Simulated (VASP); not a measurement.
# InGaAs2 (P-4m2) in VASP: further runs

InGaAs2 is run at these levels: PBEsol; tasks: single point.

Program: VASP 6.6.1. These are calculated values, not measurements. Logs are shortened: lines on timing, memory, paths and dates and some standing lists are left out, and cuts for length are marked.

**1. The cell of the first run**

It takes space group P-4m2 (No. 115, tetragonal). The conventional cell has a = 4.141 Å, b = 4.141 Å, c = 5.962 Å, α = 90.00°, β = 90.00°, γ = 90.00°. In (site symmetry -4m2) has 4 As at 2.62 Å within 3.5 Å. Within 3.3 Å of Ga (site symmetry -4m2) lie 4 As at 2.49 Å. Within 3.3 Å of As (site symmetry 2mm) lie 2 Ga at 2.49 Å and 2 In at 2.62 Å.

**2. Single point, PBEsol (strain -0.0200 x Voigt [1, 1, 0, 0, 0, 0])**

INCAR reads:

```
ALGO     = Normal         # electronic algorithm
EDIFF    = 1E-6           # SCF threshold, eV
ENCUT    = 520            # plane-wave cutoff, eV
GGA      = PS             # functional
ISIF     = 2              # what is computed and relaxed
ISMEAR   = 0              # smearing method
LASPH    = True           # aspherical terms in the spheres
LCHARG   = False          # write CHGCAR
LREAL    = False          # projectors in reciprocal space
LWAVE    = False          # write WAVECAR
NBANDS   = 26             # bands
NELM     = 80             # most SCF steps
PREC     = Accurate       # precision mode
SIGMA    = 0.15           # smearing width, eV
```

KPOINTS reads:

```
k-points
0
Gamma
  12 12 8
```

POSCAR reads:

```
InGaAs2
1.0
    4.1405011774      0.0000000000      0.0000000000
    0.0000000000      4.1405011774      0.0000000000
    0.0000000000      0.0000000000      5.9621480000
In Ga As
1 1 2
Direct
    0.0000000000      0.0000000000      0.5000000000
    0.5000000000      0.5000000000      0.0000000000
    0.5000000000      0.0000000000      0.7684750000
    0.0000000000      0.5000000000      0.2315250000
```

Potentials or basis: VASP PAW PBE potentials, release 64 (In_d, Ga_d, As).

Launch:

```bash
cat potpaw_PBE.64/In_d/POTCAR potpaw_PBE.64/Ga_d/POTCAR potpaw_PBE.64/As/POTCAR > POTCAR
mpirun -np 1 vasp_std > vasp.out
```

OUTCAR:

```text
EDIFF = 1E-6
   ENCUT = 520
   GGA = PS
   ISIF = 2
   ISMEAR = 0
   LASPH = True
   LREAL = False
   NELM = 80
   PREC = Accurate

 ion  position               nearest neighbor table
   1  0.000  0.000  0.500-   3 2.62   4 2.62   4 2.62   3 2.62
   2  0.500  0.500  0.000-   3 2.49   4 2.49   3 2.49   4 2.49
   3  0.500  0.000  0.768-   2 2.49   2 2.49   1 2.62   1 2.62
   4  0.000  0.500  0.232-   2 2.49   2 2.49   1 2.62   1 2.62

  LATTYP: Found a simple tetragonal cell.
 ALAT       =     4.1405011774
 C/A-ratio  =     1.4399580497

  Lattice vectors:

 A1 = (   4.1405011774,   0.0000000000,   0.0000000000)
 A2 = (   0.0000000000,   4.1405011774,   0.0000000000)
 A3 = (   0.0000000000,   0.0000000000,   5.9621480000)

Analysis of symmetry for initial positions (statically):
=====================================================================
 Subroutine PRICEL returns:
 Original cell was already a primitive cell.

 Routine SETGRP: Setting up the symmetry group for a
 simple tetragonal supercell.

 Subroutine GETGRP returns: Found  8 space group operations
 (whereof  8 operations were pure point group operations)
 out of a pool of 16 trial point group operations.

The static configuration has the point symmetry D_2d.

Analysis of symmetry for dynamics (positions and initial velocities):
=====================================================================
 Subroutine PRICEL returns:
 Original cell was already a primitive cell.

 Routine SETGRP: Setting up the symmetry group for a
 simple tetragonal supercell.

 Subroutine GETGRP returns: Found  8 space group operations
 (whereof  8 operations were pure point group operations)
 out of a pool of 16 trial point group operations.

The dynamic configuration has the point symmetry D_2d.

 Subroutine INISYM returns: Found  8 space group operations
 (whereof  8 operations are pure point group operations),
 and found     1 'primitive' translations

----------------------------------------------------------------------------------------

                                     Primitive cell

  volume of cell :     102.2136

  direct lattice vectors                    reciprocal lattice vectors
     4.140501177  0.000000000  0.000000000     0.241516656  0.000000000  0.000000000
     0.000000000  4.140501177  0.000000000     0.000000000  0.241516656  0.000000000
     0.000000000  0.000000000  5.962148000     0.000000000  0.000000000  0.167724786

  length of vectors
     4.140501177  4.140501177  5.962148000     0.241516656  0.241516656  0.167724786

  position of ions in fractional coordinates (direct lattice)
     0.000000000  0.000000000  0.500000000
     0.500000000  0.500000000  0.000000000
     0.500000000  0.000000000  0.768475000
     0.000000000  0.500000000  0.231525000

  ion indices of the primitive-cell ions
   primitive index   ion index
                 1           1
                 2           2
                 3           3
                 4           4

----------------------------------------------------------------------------------------

 KPOINTS: k-points

Automatic generation of k-mesh.
 Grid dimensions read from file:
 generate k-points for:   12   12    8

 Generating k-lattice:

  Cartesian coordinates                     Fractional coordinates (reciprocal lattice)
     0.020126388  0.000000000  0.000000000     0.083333333  0.000000000  0.000000000
     0.000000000  0.020126388  0.000000000     0.000000000  0.083333333  0.000000000
     0.000000000  0.000000000  0.020965598     0.000000000  0.000000000  0.125000000

  Length of vectors
     0.020126388  0.020126388  0.020965598

  Shift w.r.t. Gamma in fractional coordinates (k-lattice)
     0.000000000  0.000000000  0.000000000

 Subroutine IBZKPT returns following result:
 ===========================================

 Found    140 irreducible k-points:

 Following reciprocal coordinates:
            Coordinates               Weight
  0.000000  0.000000  0.000000      1.000000
  0.083333  0.000000  0.000000      4.000000
  0.166667  0.000000  0.000000      4.000000
  0.250000  0.000000  0.000000      4.000000
  0.333333  0.000000  0.000000      4.000000
  0.416667  0.000000  0.000000      4.000000
[... 16 lines left out ...]
  0.333333  0.333333  0.000000      4.000000
  0.416667  0.333333  0.000000      8.000000
 [... further k-points ...]
   k-points           NKPTS =    140   k-points in BZ     NKDIM =    140   number of bands    NBANDS=     26
   number of dos      NEDOS =    301   number of ions     NIONS =      4
   total plane-waves  NPLWV =  49152
   dimension x,y,z NGX =    32 NGY =   32 NGZ =   48
   dimension x,y,z NGXF=    64 NGYF=   64 NGZF=   96
   ions per type =               1   1   2
   NGX,Y,Z   is equivalent  to a cutoff of  12.85, 12.85, 13.38 a.u.
   NGXF,Y,Z  is equivalent  to a cutoff of  25.70, 25.70, 26.77 a.u.
 SYSTEM =  unknown system
   PREC   = accura    normal or accurate (medium, high low for compatibility)
   ISTART =      0    job   : 0-new  1-cont  2-samecut
   ICHARG =      2    charge: 1-file 2-atom 10-const
   ISPIN  =      1    spin polarized calculation?
   LNONCOLLINEAR =      F non collinear calculations
   LSORBIT =      F    spin-orbit coupling
   LASPH  =      T    aspherical Exc in radial PAW
   ENCUT  =  520.0 eV  38.22 Ry    6.18 a.u.   7.70  7.70 11.09*2*pi/ulx,y,z
   NELM   =     80;   NELMIN=  2; NELMDL= -5     # of ELM steps
   EDIFF  = 0.1E-05   stopping-criterion for ELM
   LREAL  =      F    real-space projection
   EDIFFG = 0.1E-04   stopping-criterion for IOM
   NSW    =      0    number of steps for IOM
   IBRION =     -1    ionic relax: 0-MD 1-quasi-New 2-CG
   NFREE  =      0    steps in history (QN), initial steepest desc. (CG)
   ISIF   =      2    stress and relaxation
   ISYM   =      2    0-nonsym 1-usesym 2-fastsym
   POTIM  = 0.5000    time-step for ionic-motion
   TEBEG  =    0.0;   TEEND  =   0.0 temperature during run
   PSTRESS=    0.0 pullay stress
   NELECT =      36.0000    total number of electrons
   NUPDOWN=      -1.0000    fix difference up-down
   EMIN   =  10.00;   EMAX   =-10.00  energy-range for DOS
   EFERMI =   0.00;   METHOD = LEGACY
   ISMEAR =     0;   SIGMA  =   0.15  broadening in eV -4-tet -1-fermi 0-gaus
   EFERMI_NEDOS =   21; number of points for ismear=-14 and -15
   IALGO  =     38    algorithm
   IMIX   =      4    mixing-type and parameters
     AMIX     =   0.40;   BMIX     =  1.00
     AMIX_MAG =   1.60;   BMIX_MAG =  1.00
  volume/ion in A,a.u.               =      25.55       172.44
  Fermi-wavevector in a.u.,A,eV,Ry     =   1.156129  2.184766 18.186000  1.336633
  Thomas-Fermi vector in A             =   2.292751
   LORBIT       =      0    0 simple, 1 ext, 2 COOP (PROOUT), +10 PAW based schemes
   GGA     = PS    functional components
   LHFCALC =     F    Hartree Fock is set to
   AEXX    =    0.0000 exact exchange contribution
   IVDW    =     0    specifies the selected vdW correction
   LEPSILON=     F    determine dielectric tensor
   LRPA    =     F    only Hartree local field effects (RPA)
 non-spin polarized calculation
 Gauss-broadening in eV      SIGMA  =   0.15
  energy-cutoff  :      520.00
  volume of cell :      102.21
 maximum number of plane-waves:      2776
 NGX is ok and might be reduce to    32
   NGX = 15   NGY = 15   NGZ = 23

 number of electron      35.9999989 magnetization

 Free energy of the ion-electron system (eV)
  ---------------------------------------------------
  ext. energy  EPLUGINS =         0.00000000
  ---------------------------------------------------
  free energy    TOTEN  =       -17.50187777 eV

  energy without entropy =      -17.50154288  energy(sigma->0) =      -17.50171033

 E-fermi :   4.1212     XC(G=0):  -9.4376

 val. band max:        4.0178246902   @ k =   0.0000   0.0000   0.0000
 cond. band min:       4.5252789162   @ k =   0.5000   0.0000   0.5000
 fundamental gap:      0.5074542260
 Fermi energy:         4.1211843478

 k-point     1 :       0.0000    0.0000    0.0000
  band No.  band energies     occupation
      1     -10.8646      2.00000
      2     -10.7947      2.00000
      3     -10.7947      2.00000
      4     -10.7599      2.00000
      5     -10.7318      2.00000
      6     -10.4356      2.00000
[... 18 lines left out ...]
     25      11.1913      0.00000
     26      13.1768      0.00000

 k-point     2 :       0.0833    0.0000    0.0000
  band No.  band energies     occupation
      1     -10.8633      2.00000
      2     -10.7970      2.00000
      3     -10.7945      2.00000
      4     -10.7592      2.00000
      5     -10.7323      2.00000
      6     -10.4326      2.00000
[... 18 lines left out ...]
     25      11.5075      0.00000
     26      12.7088      0.00000

 k-point     3 :       0.1667    0.0000    0.0000
  band No.  band energies     occupation
      1     -10.8598      2.00000
      2     -10.8031      2.00000
      3     -10.7940      2.00000
      4     -10.7574      2.00000
      5     -10.7336      2.00000
      6     -10.4249      2.00000
[... 18 lines left out ...]
     25      12.0027      0.00000
     26      12.1691      0.00000

 k-point     4 :       0.2500    0.0000    0.0000
  band No.  band energies     occupation
      1     -10.8553      2.00000
      2     -10.8113      2.00000
      3     -10.7933      2.00000
      4     -10.7549      2.00000
      5     -10.7354      2.00000
      6     -10.4163      2.00000
[... 18 lines left out ...]
     25      11.4512      0.00000
     26      11.4654      0.00000
[... 496 lines left out ...]
      1     -10.8502      2.00000
      2     -10.8395      2.00000
      3     -10.7827      2.00000
      4     -10.7486      2.00000
      5     -10.7439      2.00000
      6     -10.4000      2.00000
[... 18 lines left out ...]
     25      11.8373      0.00000
     26      12.0559      0.00000

 k-point    23 :       0.3333    0.3333    0.0000
  band No.  band energies     occupation
      1     -10.8508      2.00000
      2     -10.8401      2.00000
      3     -10.7813      2.00000
      4     -10.7494      2.00000
      5     -10.7440      2.00000
      6     -10.3913      2.00000
[... 18 lines left out ...]
     25      11.4229      0.00000
     26      11.8235      0.00000

 k-point    24 :       0.4167    0.3333    0.0000
  band No.  band energies     occupation
      1     -10.8517      2.00000
      2     -10.8452      2.00000
      3     -10.7778      2.00000
      4     -10.7483      2.00000
      5     -10.7457      2.00000
      6     -10.3918      2.00000
[... 18 lines left out ...]
     25      12.0061      0.00000
     26      12.2313      0.00000

 [... further k-points ...]

------------------------ aborting loop because EDIFF is reached ----------------------------------------

  FORCE on cell =-STRESS in cart. coord.  units (eV):
  Direction    XX          YY          ZZ          XY          YZ          ZX
  --------------------------------------------------------------------------------------
  -------------------------------------------------------------------------------------
  Total       -0.1447191     -0.1447191     -0.4422591      0.0000000      0.0000000      0.0000000
  in kB       -2.2684434     -2.2684434     -6.9323234      0.0000000      0.0000000      0.0000000
  external PRESSURE =      -3.8230701 kB  Pullay stress =       0.0000000 kB

 VOLUME and BASIS-vectors are now :
 -----------------------------------------------------------------------------
  energy-cutoff  :      520.00
  volume of cell :      102.21
      direct lattice vectors                 reciprocal lattice vectors
     4.140501177  0.000000000  0.000000000     0.241516656  0.000000000  0.000000000
     0.000000000  4.140501177  0.000000000     0.000000000  0.241516656  0.000000000
     0.000000000  0.000000000  5.962148000     0.000000000  0.000000000  0.167724786

 POSITION                                       TOTAL-FORCE (eV/Angst)
 -----------------------------------------------------------------------------------
      0.00000      0.00000      2.98107         0.000000     -0.000000      0.000000
      2.07025      2.07025      0.00000         0.000000      0.000000      0.000000
      2.07025      0.00000      4.58176         0.000000     -0.000000      0.071733
      0.00000      2.07025      1.38039         0.000000     -0.000000     -0.071733
 -----------------------------------------------------------------------------------
    total drift:                                0.000000     -0.000000     -0.000000

  FREE ENERGIE OF THE ION-ELECTRON SYSTEM (eV)
  ---------------------------------------------------
  free  energy   TOTEN  =       -17.5018777730 eV

  energy  without entropy=      -17.5015428819  energy(sigma->0) =      -17.50171033
```

It took 5.8 min on 1 thread of Intel Xeon 8259CL, shared host; peak memory 0.5 GiB.

What came out:

```
Free energy            : -17.5019 eV
Pressure               : -0.4 GPa
Largest force          : 0.072 eV/Å
Band gap on the k mesh : zero (filled and empty bands touch)
```

Forces in eV/Å, atoms in the order of the input:
```
In   0.000  0.000  0.000
Ga   0.000  0.000  0.000
As   0.000  0.000  0.072
As   0.000  0.000 -0.072
```

Caveat: the cell differs from its parent crystal (strain -0.0200 x Voigt [1, 1, 0, 0, 0, 0]); semilocal functionals underestimate gaps, and a narrow one can read as zero; the PAW data sets were made with another functional, which shifts forces and pressure a little; spin-orbit coupling is left out, which moves the levels of the heavy elements.

**3. Single point, PBEsol (strain -0.0100 x Voigt [1, 1, 0, 0, 0, 0])**

INCAR reads:

```
SYSTEM = InGaAs2
PREC = Accurate
ENCUT = 520
EDIFF = 1E-7
ISMEAR = 0
SIGMA = 0.15
LREAL = .False.
LASPH = .True.
NELM = 100
ALGO = Normal
ISIF = 2
LWAVE = .False.
LCHARG = .False.
GGA = PS
NBANDS = 26
```

KPOINTS reads:

```
Automatic mesh
0
Gamma
  12 12 8
  0 0 0
```

Edit POSCAR of step 2 so:

```diff
@@ -2,4 +2,4 @@
 1.0
-    4.1405011774      0.0000000000      0.0000000000
-    0.0000000000      4.1405011774      0.0000000000
+    4.1827511894      0.0000000000      0.0000000000
+    0.0000000000      4.1827511894      0.0000000000
     0.0000000000      0.0000000000      5.9621480000
```

Potentials or basis: VASP PAW PBE potentials, release 64 (In_d, Ga_d, As).

Launch:

```bash
cat potpaw_PBE.64/In_d/POTCAR potpaw_PBE.64/Ga_d/POTCAR potpaw_PBE.64/As/POTCAR > POTCAR
mpirun -np 1 vasp_std > vasp.out
```

OUTCAR:

```text
SYSTEM = InGaAs2
   PREC = Accurate
   ENCUT = 520
   EDIFF = 1E-7
   ISMEAR = 0
   LREAL = .False.
   LASPH = .True.
   NELM = 100
   ISIF = 2
   GGA = PS

 ion  position               nearest neighbor table
   1  0.000  0.000  0.500-   3 2.63   4 2.63   4 2.63   3 2.63
   2  0.500  0.500  0.000-   3 2.51   4 2.51   3 2.51   4 2.51
   3  0.500  0.000  0.768-   2 2.51   2 2.51   1 2.63   1 2.63
   4  0.000  0.500  0.232-   2 2.51   2 2.51   1 2.63   1 2.63

  LATTYP: Found a simple tetragonal cell.
 ALAT       =     4.1827511894
 C/A-ratio  =     1.4254130189
[... 895 lines left out ...]
  --------------------------------------------------------------------------------------
  -------------------------------------------------------------------------------------
  Total       -0.9910831     -0.9910831     -1.0052286      0.0000000      0.0000000     -0.0000000
  in kB      -15.2227751    -15.2227751    -15.4400468      0.0000000      0.0000000     -0.0000000
  external PRESSURE =     -15.2951990 kB  Pullay stress =       0.0000000 kB

 VOLUME and BASIS-vectors are now :
 -----------------------------------------------------------------------------
  energy-cutoff  :      520.00
  volume of cell :      104.31
      direct lattice vectors                 reciprocal lattice vectors
     4.182751189  0.000000000  0.000000000     0.239077094  0.000000000  0.000000000
     0.000000000  4.182751189  0.000000000     0.000000000  0.239077094  0.000000000
     0.000000000  0.000000000  5.962148000     0.000000000  0.000000000  0.167724786

 POSITION                                       TOTAL-FORCE (eV/Angst)
 -----------------------------------------------------------------------------------
      0.00000      0.00000      2.98107         0.000000      0.000000      0.000000
      2.09138      2.09138      0.00000        -0.000000     -0.000000      0.000000
      2.09138      0.00000      4.58176        -0.000000      0.000000      0.053054
      0.00000      2.09138      1.38039         0.000000      0.000000     -0.053054
 -----------------------------------------------------------------------------------
    total drift:                                0.000000     -0.000000     -0.000000

  FREE ENERGIE OF THE ION-ELECTRON SYSTEM (eV)
  ---------------------------------------------------
  free  energy   TOTEN  =       -17.4905102371 eV

  energy  without entropy=      -17.4901637777  energy(sigma->0) =      -17.49033701
```

OSZICAR:

```text
N       E                     dE             d eps       ncg     rms          rms(c)
DAV:   1     0.272768379117E+03    0.27277E+03   -0.16862E+04  7314   0.172E+03
DAV:   2     0.139508284971E+02   -0.25882E+03   -0.25002E+03  7712   0.406E+02
DAV:   3    -0.168242908750E+02   -0.30775E+02   -0.30326E+02  9102   0.134E+02
DAV:   4    -0.179296747010E+02   -0.11054E+01   -0.11025E+01  8538   0.265E+01
DAV:   5    -0.179637585017E+02   -0.34084E-01   -0.34071E-01 10460   0.460E+00    0.528E+00
DAV:   6    -0.175457507241E+02    0.41801E+00   -0.67646E-01 10144   0.123E+01    0.288E+00
DAV:   7    -0.174938780661E+02    0.51873E-01   -0.29390E-01 11190   0.370E+00    0.795E-01
DAV:   8    -0.174902123836E+02    0.36657E-02   -0.36551E-02  8954   0.226E+00    0.320E-01
DAV:   9    -0.174903577831E+02   -0.14540E-03   -0.42176E-03 10090   0.939E-01    0.156E-01
DAV:  10    -0.174904675586E+02   -0.10978E-03   -0.45468E-04  8262   0.156E-01    0.845E-02
DAV:  11    -0.174905109518E+02   -0.43393E-04   -0.17842E-04  8160   0.148E-01    0.513E-02
DAV:  12    -0.174905100805E+02    0.87124E-06   -0.31193E-05  7784   0.504E-02    0.107E-02
DAV:  13    -0.174905103016E+02   -0.22104E-06   -0.52131E-06 10296   0.120E-02    0.446E-03
DAV:  14    -0.174905102371E+02    0.64486E-07   -0.70537E-07  6890   0.555E-03
   1 F= -.17490510E+02 E0= -.17490337E+02  d E =-.346459E-03
```

Wall time 6.3 min (1 thread of Intel Xeon 8259CL, shared host); peak memory 0.5 GiB.

Results:

| Property | Result |
| --- | --- |
| Free energy | -17.4905 eV |
| Pressure | -1.5 GPa |
| Largest force | 0.053 eV/Å |
| Band gap on the k mesh | zero (filled and empty bands touch) |

Forces in eV/Å, atoms in the order of the input:
```
In   0.000  0.000  0.000
Ga   0.000  0.000  0.000
As   0.000  0.000  0.053
As   0.000  0.000 -0.053
```

Caveat: the cell differs from its parent crystal (strain -0.0100 x Voigt [1, 1, 0, 0, 0, 0]); semilocal functionals underestimate gaps, and a narrow one can read as zero; the PAW data sets were made with another functional, which shifts forces and pressure a little; spin-orbit coupling is left out, which moves the levels of the heavy elements.

The gap in the log of VASP goes by the Fermi energy; the results here count the filled bands.